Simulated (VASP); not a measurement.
Crystal: Ga3BAs4.

```xyz
64
Lattice="10.8739 0.0000 0.0000 0.0000 10.8739 0.0000 0.0000 0.0000 10.8739" Properties=species:S:1:pos:R:3 pbc="T T T"
Ga    0.0127    0.0104   10.8481
Ga    0.0029    5.4730    0.0121
Ga    0.0158    5.4308    5.4290
Ga    5.4396    5.4724    0.0010
Ga    5.4591    5.4476    5.4239
Ga    2.7205    2.7113    0.0310
Ga    2.7245    2.7630    5.4086
Ga    2.7278    8.1529    0.0145
Ga    2.6881    8.1802    5.4524
Ga    8.1598    2.7321   10.8429
Ga    8.1159    2.7427    5.4323
Ga    8.1785    8.1355    0.0162
Ga    8.1756    8.1424    5.4466
Ga    2.7209   10.8552    2.7134
Ga    2.6953   10.8533    8.1308
Ga    2.7091    5.4038    8.1735
Ga    8.1352   10.8577    2.6866
Ga    8.1601    0.0270    8.1376
Ga    8.1258    5.4033    8.1619
Ga    0.0102    2.7272    2.7565
Ga    0.0059    8.1943    2.6814
Ga    5.4450    2.7266    2.7503
Ga    5.4399    2.7509    8.1522
Ga    5.4428    8.1670    2.6971
B    10.8587   10.8728    5.4565
B     5.4517   10.8635   10.8661
B     5.4212   10.8370    5.4201
B     2.7303    5.4474    2.7128
B     8.1483    5.4245    2.7200
B    10.8479    2.7007    8.1376
B     0.0113    8.1384    8.1386
B     5.4514    8.1665    8.1573
As    1.3256    1.3419    1.3723
As    1.3637    1.3848    6.8002
As    1.3781    6.7992    1.3762
As    1.3390    6.8063    6.8223
As    6.7917    1.3759    1.3694
As    6.7784    1.3710    6.7981
As    6.7705    6.8278    1.3238
As    6.7552    6.7940    6.8248
As    4.0821    4.0585    1.3607
As    4.0681    4.0707    6.7970
As    4.1108    9.5055    1.3485
As    4.0792    9.5257    6.8001
As    9.5095    4.0768    1.3708
As    9.5075    4.0624    6.8190
As    9.5227    9.5192    1.3547
As    9.5013    9.4986    6.8157
As    4.0857    1.3694    4.0776
As    4.0870    1.3316    9.5312
As    4.0427    6.8086    4.0527
As    4.0714    6.8546    9.5080
As    9.4942    1.3632    4.0766
As    9.5252    1.3628    9.5175
As    9.5263    6.8063    4.0535
As    9.5227    6.7911    9.5140
As    1.3602    4.1193    4.0720
As    1.3461    4.0823    9.5369
As    1.3599    9.5536    4.0390
As    1.3457    9.5081    9.5289
As    6.8325    4.0294    4.0726
As    6.8113    4.0919    9.5209
As    6.7821    9.5050    4.1075
As    6.7635    9.4957    9.5305
```

- Program: VASP 6.6.1
- Task: relaxation of volume and atoms at fixed shape
- Functional: PBEsol
- Potentials or basis: VASP PAW PBE potentials, release 64 (Ga_d, B, As)
- Cutoff: 560 eV
- k mesh: 1 × 1 × 1, shifted
- Occupations: fermi-dirac, width 0.05 eV
- Spin: no spin polarisation

At the start: pressure 2.5 GPa; volume 20.09 Å³/atom.

Problem. Where does the relaxation end?

Solution. Over 18 steps the energy falls by 162.9 meV/atom and the volume is 20.07 Å³/atom (-0.1 %); space group P1 (No. 1, to 0.1 Å) before, Cc (No. 9, to 0.1 Å).

The path:
| step | energy change (eV) | largest force (eV/Å) | pressure (GPa) | volume (Å³) |
| --- | --- | --- | --- | --- |
| 1 | 0.0000 | 3.1470 | 2.45 | 1285.76 |
| 2 | -6.6845 | 1.6324 | -2.68 | 1343.88 |
| 3 | -7.6194 | 1.1184 | -4.54 | 1374.97 |
| 4 | -9.7629 | 1.0552 | 0.94 | 1272.57 |
| 5 | -9.8665 | 0.8891 | -0.18 | 1289.40 |
| 6 | -10.2331 | 0.3349 | 0.12 | 1282.78 |
| 7 | -10.2713 | 0.3643 | 0.28 | 1279.76 |
| 8 | -10.3593 | 0.1761 | -0.12 | 1285.66 |
| 9 | -10.3763 | 0.1794 | -0.37 | 1289.55 |
| 10 | -10.4091 | 0.1087 | 0.18 | 1280.85 |
| 11 | -10.4090 | 0.1087 | 0.19 | 1280.77 |
| 12 | -10.4187 | 0.0623 | -0.02 | 1283.90 |
| 13 | -10.4187 | 0.0674 | -0.03 | 1284.13 |
| 14 | -10.4231 | 0.0475 | -0.03 | 1284.08 |
| 15 | -10.4246 | 0.0462 | -0.02 | 1284.04 |
| 16 | -10.4263 | 0.0327 | 0.04 | 1283.17 |
| 17 | -10.4263 | 0.0384 | 0.05 | 1283.03 |
| 18 | -10.4273 | 0.0290 | -0.04 | 1284.31 |

Final structure:
```
Ga B As
1.0
    10.86983    0.00000    0.00000
     0.00000   10.86983    0.00000
     0.00000    0.00000   10.86983
Ga B As
24 8 32
Direct
  0.99983 0.99943 0.99038
  0.00065 0.50069 0.99741
  0.00043 0.50046 0.49911
  0.49974 0.50862 0.00417
  0.49961 0.50809 0.49570
  0.24966 0.25060 0.00063
  0.24744 0.24629 0.50031
  0.25411 0.74992 0.99569
  0.24982 0.75472 0.50478
  0.74995 0.25049 0.00066
  0.75354 0.24600 0.49972
  0.74734 0.75040 0.99588
  0.75015 0.75497 0.50452
  0.25497 0.00241 0.25489
  0.24892 0.99718 0.74715
  0.24472 0.50395 0.75207
  0.74475 0.00209 0.25371
  0.74915 0.99740 0.74690
  0.75470 0.50501 0.75228
  0.99961 0.25439 0.25869
  0.99978 0.74634 0.25752
  0.50052 0.24778 0.25038
  0.49964 0.24082 0.74919
  0.50057 0.74947 0.25025
  0.00096 0.99834 0.51013
  0.49658 0.99249 0.99353
  0.50036 0.99267 0.50558
  0.24875 0.49987 0.24771
  0.74905 0.49798 0.24954
  0.99642 0.24411 0.74215
  0.00044 0.75571 0.74242
  0.50090 0.76043 0.74781
  0.12239 0.12481 0.12646
  0.10262 0.12456 0.62392
  0.14098 0.61470 0.13624
  0.11139 0.64037 0.63615
  0.61075 0.10862 0.10550
  0.61267 0.11001 0.60847
  0.64199 0.61452 0.13934
  0.61448 0.64312 0.64011
  0.36113 0.38927 0.13666
  0.37398 0.37530 0.62512
  0.38676 0.88591 0.11190
  0.39764 0.87600 0.62518
  0.86145 0.38685 0.13888
  0.88646 0.36216 0.63544
  0.87388 0.87554 0.12467
  0.89796 0.87545 0.62573
  0.39036 0.11040 0.39512
  0.38414 0.11086 0.88918
  0.35513 0.61634 0.35982
  0.38992 0.64150 0.85926
  0.88965 0.10959 0.39145
  0.88435 0.13947 0.86052
  0.85551 0.61026 0.36575
  0.89026 0.64523 0.85997
  0.14197 0.38956 0.36439
  0.11082 0.35557 0.85855
  0.11440 0.89047 0.39287
  0.11286 0.85852 0.85984
  0.64077 0.38662 0.36421
  0.62265 0.37627 0.87490
  0.61146 0.88630 0.39039
  0.60269 0.87412 0.87404
```

Caveat: the PAW data sets were made with another functional, which shifts forces and pressure a little.
